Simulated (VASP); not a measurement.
# BeGa3 (I4/mmm) in VASP: notebook

Runs on BeGa3. Level: PBE. Tasks: single point.

Everything below comes from runs of VASP 6.6.1. Logs are shortened: lines on timing, memory, paths and dates and some standing lists are left out, and cuts for length are marked.

## 1. The cell of the first run

Symmetry: I4/mmm, No. 139, tetragonal system. Conventional cell: a = 4.087 Å, b = 4.087 Å, c = 7.581 Å, α = 90.00°, β = 90.00°, γ = 90.00°. Within 3.8 Å of Be (site symmetry 4/mmm) lie 14 Ga at 2.79 to 3.79 Å. Ga (site symmetry -4m2) has 4 Be at 2.79 Å and 10 Ga at 2.79 to 3.79 Å within 3.8 Å. Ga (site symmetry 4/mmm) has 8 Ga at 2.79 Å and 6 Be at 2.89 to 3.79 Å within 3.8 Å.

## 2. Single point, PBE

Contents of INCAR:

```
ALGO = Normal ; EDIFF = 1E-7
ENCUT = 520 ; GGA = PE
ISIF = 2 ; ISMEAR = 0
ISYM = 0 ; LASPH = T
LCHARG = T ; LELF = T
LREAL = F ; LVHAR = T
LWAVE = F ; NBANDS = 28
NELM = 60 ; PREC = Accurate
SIGMA = 0.1
```

Contents of KPOINTS:

```
Automatic mesh
0
Gamma
  1 1 7
  0 0 0.5
```

Contents of POSCAR:

```
BeGa3
1.0
   -2.0436200000      2.0436200000      3.7906850000
    2.0436200000     -2.0436200000      3.7906850000
    2.0436200000      2.0436200000     -3.7906850000
Be Ga
1 3
Direct
    0.0000000000      0.0000000000      0.0000000000
    0.7500000000      0.2500000000      0.5000000000
    0.2500000000      0.7500000000      0.5000000000
    0.5000000000      0.5000000000      0.0000000000
```

Potentials or basis: VASP PAW PBE potentials, release 64 (Be, Ga_d).

The run is started by

```
cat potpaw_PBE.64/Be/POTCAR potpaw_PBE.64/Ga_d/POTCAR > POTCAR
mpirun -np 1 vasp_std > vasp.out
```

OUTCAR:

```text
EDIFF = 1E-7
   ENCUT = 520
   GGA = PE
   ISIF = 2
   ISMEAR = 0
   ISYM = 0
   LASPH = T
   LREAL = F
   NELM = 60
   PREC = Accurate

 ion  position               nearest neighbor table
   1  0.000  0.000  0.000-
   2  0.750  0.250  0.500-   4 2.79   4 2.79   4 2.79   4 2.79   3 2.89   3 2.89   3 2.89   3 2.89

   3  0.250  0.750  0.500-   4 2.79   4 2.79   4 2.79   4 2.79   2 2.89   2 2.89   2 2.89   2 2.89

   4  0.500  0.500  0.000-   3 2.79   2 2.79   3 2.79   2 2.79   2 2.79   3 2.79   2 2.79   3 2.79

IMPORTANT INFORMATION: All symmetrisations will be switched off!
NOSYMM: (Re-)initialisation of all symmetry stuff for point group C_1.

----------------------------------------------------------------------------------------

                                     Primitive cell

  volume of cell :      63.3254

  direct lattice vectors                    reciprocal lattice vectors
    -2.043620000  2.043620000  3.790685000     0.000000000  0.244663881  0.131902282
     2.043620000 -2.043620000  3.790685000     0.244663881  0.000000000  0.131902282
     2.043620000  2.043620000 -3.790685000     0.244663881  0.244663881  0.000000000

  length of vectors
     4.766766008  4.766766008  4.766766008     0.277954360  0.277954360  0.346006978

  position of ions in fractional coordinates (direct lattice)
     0.000000000  0.000000000  0.000000000
     0.750000000  0.250000000  0.500000000
     0.250000000  0.750000000  0.500000000
     0.500000000  0.500000000  0.000000000

  ion indices of the primitive-cell ions
   primitive index   ion index
                 1           1
                 2           2
                 3           3
                 4           4

----------------------------------------------------------------------------------------

 KPOINTS: Automatic mesh

Automatic generation of k-mesh.
 Grid dimensions read from file:
 generate k-points for:    1    1    7

 Generating k-lattice:

  Cartesian coordinates                     Fractional coordinates (reciprocal lattice)
     0.000000000  0.244663881  0.131902282     1.000000000 -0.000000000  0.000000000
     0.244663881  0.000000000  0.131902282    -0.000000000  1.000000000  0.000000000
     0.034951983  0.034951983  0.000000000     0.000000000  0.000000000  0.142857143

  Length of vectors
     0.277954360  0.277954360  0.049429568

  Shift w.r.t. Gamma in fractional coordinates (k-lattice)
     0.000000000  0.000000000  0.500000000

 -----------------------------------------------------------------------------
|                                                                             |
|           W    W    AA    RRRRR   N    N  II  N    N   GGGG   !!!           |
|           W    W   A  A   R    R  NN   N  II  NN   N  G    G  !!!           |
|           W    W  A    A  R    R  N N  N  II  N N  N  G       !!!           |
|           W WW W  AAAAAA  RRRRR   N  N N  II  N  N N  G  GGG   !            |
|           WW  WW  A    A  R   R   N   NN  II  N   NN  G    G                |
|           W    W  A    A  R    R  N    N  II  N    N   GGGG   !!!           |
|                                                                             |
|     Your reciprocal lattice and k-lattice belong to different lattice       |
|     classes:                                                                |
|                                                                             |
|        The reciprocal lattice is body-centered tetragonal,                  |
|        whereas your k-lattice is body-centered orthorhombic.                |
|                                                                             |
|     Results are often still useful ...                                      |
|                                                                             |
 -----------------------------------------------------------------------------

 WARNING: IBZKPT: internal override: KBLOWUP is changed to .FALSE.
      ... skipping the blow-up phase ...

 Subroutine IBZKPT returns following result:
 ===========================================

 Found      4 irreducible k-points:

 Following reciprocal coordinates:
            Coordinates               Weight
  0.000000  0.000000  0.071429      2.000000
  0.000000  0.000000  0.214286      2.000000
  0.000000  0.000000  0.357143      2.000000
  0.000000  0.000000  0.500000      1.000000
   k-points           NKPTS =      4   k-points in BZ     NKDIM =      4   number of bands    NBANDS=     28
   number of dos      NEDOS =    301   number of ions     NIONS =      4
   total plane-waves  NPLWV =  46656
   dimension x,y,z NGX =    36 NGY =   36 NGZ =   36
   dimension x,y,z NGXF=    72 NGYF=   72 NGZF=   72
   ions per type =               1   3
   NGX,Y,Z   is equivalent  to a cutoff of  12.56, 12.56, 12.56 a.u.
   NGXF,Y,Z  is equivalent  to a cutoff of  25.11, 25.11, 25.11 a.u.
 SYSTEM =  unknown system
   PREC   = accura    normal or accurate (medium, high low for compatibility)
   ISTART =      0    job   : 0-new  1-cont  2-samecut
   ICHARG =      2    charge: 1-file 2-atom 10-const
   ISPIN  =      1    spin polarized calculation?
   LNONCOLLINEAR =      F non collinear calculations
   LSORBIT =      F    spin-orbit coupling
   LASPH  =      T    aspherical Exc in radial PAW
   ENCUT  =  520.0 eV  38.22 Ry    6.18 a.u.   8.86  8.86  8.86*2*pi/ulx,y,z
   NELM   =     60;   NELMIN=  2; NELMDL= -5     # of ELM steps
   EDIFF  = 0.1E-06   stopping-criterion for ELM
   LREAL  =      F    real-space projection
   EDIFFG = 0.1E-05   stopping-criterion for IOM
   NSW    =      0    number of steps for IOM
   IBRION =     -1    ionic relax: 0-MD 1-quasi-New 2-CG
   NFREE  =      0    steps in history (QN), initial steepest desc. (CG)
   ISIF   =      2    stress and relaxation
   ISYM   =      0    0-nonsym 1-usesym 2-fastsym
   POTIM  = 0.5000    time-step for ionic-motion
   TEBEG  =    0.0;   TEEND  =   0.0 temperature during run
   PSTRESS=    0.0 pullay stress
   NELECT =      41.0000    total number of electrons
   NUPDOWN=      -1.0000    fix difference up-down
   EMIN   =  10.00;   EMAX   =-10.00  energy-range for DOS
   EFERMI =   0.00;   METHOD = LEGACY
   ISMEAR =     0;   SIGMA  =   0.10  broadening in eV -4-tet -1-fermi 0-gaus
   EFERMI_NEDOS =   21; number of points for ismear=-14 and -15
   IALGO  =     38    algorithm
   IMIX   =      4    mixing-type and parameters
     AMIX     =   0.40;   BMIX     =  1.00
     AMIX_MAG =   1.60;   BMIX_MAG =  1.00
  volume/ion in A,a.u.               =      15.83       106.84
  Fermi-wavevector in a.u.,A,eV,Ry     =   1.416262  2.676346 27.290521  2.005797
  Thomas-Fermi vector in A             =   2.537614
   LORBIT       =      0    0 simple, 1 ext, 2 COOP (PROOUT), +10 PAW based schemes
   GGA     = PE    functional components
   LHFCALC =     F    Hartree Fock is set to
   AEXX    =    0.0000 exact exchange contribution
   IVDW    =     0    specifies the selected vdW correction
   LEPSILON=     F    determine dielectric tensor
   LRPA    =     F    only Hartree local field effects (RPA)
 non-spin polarized calculation
 Gauss-broadening in eV      SIGMA  =   0.10
  energy-cutoff  :      520.00
  volume of cell :       63.33
 maximum number of plane-waves:      1714
 NGX is ok and might be reduce to    36
   NGX = 17   NGY = 17   NGZ = 17

 number of electron      40.9999980 magnetization

 Free energy of the ion-electron system (eV)
  ---------------------------------------------------
  ext. energy  EPLUGINS =         0.00000000
  ---------------------------------------------------
  free energy    TOTEN  =        -8.24316052 eV

  energy without entropy =       -8.21383747  energy(sigma->0) =       -8.22849900

 E-fermi :   5.2417     XC(G=0): -11.0795

 val. band max:        5.1617719606   @ k =   0.0000   0.0000   0.2143
 cond. band min:       5.2727162045   @ k =   0.0000   0.0000   0.0714
 fundamental gap:      0.1109442439
 Fermi energy:         5.2417387234

 k-point     1 :       0.0000    0.0000    0.0714
  band No.  band energies     occupation
      1      -8.9730      2.00000
      2      -8.8922      2.00000
      3      -8.8702      2.00000
      4      -8.8109      2.00000
      5      -8.7809      2.00000
      6      -8.7628      2.00000
[... 20 lines left out ...]
     27       9.8249      0.00000
     28      10.9481      0.00000

 k-point     2 :       0.0000    0.0000    0.2143
  band No.  band energies     occupation
      1      -8.9126      2.00000
      2      -8.8589      2.00000
      3      -8.8193      2.00000
      4      -8.8066      2.00000
      5      -8.7891      2.00000
      6      -8.7667      2.00000
[... 20 lines left out ...]
     27      11.3557      0.00000
     28      11.8920      0.00000

 k-point     3 :       0.0000    0.0000    0.3571
  band No.  band energies     occupation
      1      -8.8683      2.00000
      2      -8.8366      2.00000
      3      -8.8285      2.00000
      4      -8.8276      2.00000
      5      -8.7829      2.00000
      6      -8.7661      2.00000
[... 20 lines left out ...]
     27      13.9406      0.00000
     28      14.2147      0.00000

 k-point     4 :       0.0000    0.0000    0.5000
  band No.  band energies     occupation
      1      -8.8860      2.00000
      2      -8.8635      2.00000
      3      -8.8382      2.00000
      4      -8.8147      2.00000
      5      -8.7978      2.00000
      6      -8.7542      2.00000
[... 20 lines left out ...]
     27      15.4384      0.00000
     28      15.9391      0.00000

------------------------ aborting loop because EDIFF is reached ----------------------------------------

  FORCE on cell =-STRESS in cart. coord.  units (eV):
  Direction    XX          YY          ZZ          XY          YZ          ZX
  --------------------------------------------------------------------------------------
  -------------------------------------------------------------------------------------
  Total       -0.1538308     -0.1538131     10.8545373    -12.9106428     -0.0000250     -0.0000158
  in kB       -3.8920281     -3.8915794    274.6274355   -326.6483529     -0.0006333     -0.0004005
  external PRESSURE =      88.9479427 kB  Pullay stress =       0.0000000 kB

 VOLUME and BASIS-vectors are now :
 -----------------------------------------------------------------------------
  energy-cutoff  :      520.00
  volume of cell :       63.33
      direct lattice vectors                 reciprocal lattice vectors
    -2.043620000  2.043620000  3.790685000     0.000000000  0.244663881  0.131902282
     2.043620000 -2.043620000  3.790685000     0.244663881  0.000000000  0.131902282
     2.043620000  2.043620000 -3.790685000     0.244663881  0.244663881  0.000000000

 POSITION                                       TOTAL-FORCE (eV/Angst)
 -----------------------------------------------------------------------------------
      0.00000      0.00000      0.00000        -0.000000     -0.000005      0.000003
      0.00000      2.04362      1.89534         0.000006      0.000007     -0.000013
      2.04362      0.00000      1.89534         0.000004     -0.000002      0.000012
      0.00000      0.00000      3.79068        -0.000009      0.000001     -0.000003
 -----------------------------------------------------------------------------------
    total drift:                                0.000001      0.000023     -0.000008

  FREE ENERGIE OF THE ION-ELECTRON SYSTEM (eV)
  ---------------------------------------------------
  free  energy   TOTEN  =        -8.2431605179 eV

  energy  without entropy=       -8.2138374732  energy(sigma->0) =       -8.22849900
```

Wall time 34 s (1 thread of AMD EPYC 7R13, shared host); peak memory 0.17 GiB.

Results:

```yaml
Free_energy: -8.2432 eV
Pressure: 8.9 GPa
Band_gap_on_the_k_mesh: zero (an odd number of electrons rules out a gap without spin polarisation)
```

Stress tensor (GPa, compression positive):
```
 -0.39 -32.66   0.00
-32.66  -0.39   0.00
  0.00   0.00  27.46
```

Caveat: the k points lie up to 1.38 Å⁻¹ apart, too coarse for converged energies and pressures of a metal.

[end of part 1 of 2]
